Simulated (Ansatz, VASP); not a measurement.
**One calculation of Li, two programs**

The input INCAR:

```
PREC = Accurate
ENCUT = 520
EDIFF = 1E-7
ISMEAR = 0
SIGMA = 0.15
LREAL = F
LASPH = T
NELM = 60
ALGO = Fast
ISIF = 2
LWAVE = F
LCHARG = T
GGA = PS
IVDW = 12
LELF = T
LVHAR = T
NBANDS = 10
```

KPOINTS

```
regular mesh
0
Gamma
  16 16 10
```

POSCAR

```
Li
1.0
    0.0000000000     -2.0954789853     -2.0954789853
    0.0000000000      2.0954789853     -2.0954789853
    4.1909579706      0.0000000000      0.0000000000
Li
2
Direct
    0.5760685271      0.4239314729      0.5000000000
   -0.0760685271      0.0760685271      0.0000000000
```

Input for Ansatz:

```yaml
crystal:
  lattice:
    - [0.0, -2.0954789853, -2.0954789853]
    - [0.0, 2.0954789853, -2.0954789853]
    - [4.1909579706, 0.0, 0.0]
  atoms:
    - { symbol: Li, position: [0.5760685271, 0.4239314729, 0.5] }
    - { symbol: Li, position: [-0.0760685271, 0.0760685271, 0.0] }
basis:
  ecutwfc: 520.0
kpoints:
  mp_grid: { grid: [16, 16, 10] }
hamiltonian:
  xc: pbesol
  pseudopotentials: { kind: paw }
  dispersion: d3bj
scf:
  occupations: { method: gaussian, width: 0.15 }
output:
  forces: true
  stress: true
  eigenvalues: true
```

Change from the starting cell: mode 4 frozen in at -0.319 Å and mode 5 at +0.000 Å (largest displacements).

Alike in both runs: task single point; functional PBEsol; dispersion D3(BJ); k mesh 16 × 16 × 10; occupations gaussian, width 0.15 eV; no spin polarisation.

|  | VASP | Ansatz |
| --- | --- | --- |
| version | VASP 6.6.1 | Ansatz 0.2.0 |
| potentials or method | VASP PAW PBE potentials, release 64 (Li_sv), cutoff 520 eV | scalar-relativistic, plane waves, PAW |
| valence electrons in the cell | 6 | 6 |

|  | VASP | Ansatz | Ansatz less VASP |
| --- | --- | --- | --- |
| gap on the k mesh at the Fermi level (eV) | none | none | - |
| rms of the force components (eV/Å) | 0.287 | 0.287 | +0.0001 |

VASP's potentials were made for PBE, not for PBEsol. Atom by atom the forces differ by 0.000 eV/Å (rms over components). A gap of «none» marks a metal or a gap that the smearing closes.

Noted on VASP's run: the cutoff is short for stress, so the pressure is rough.
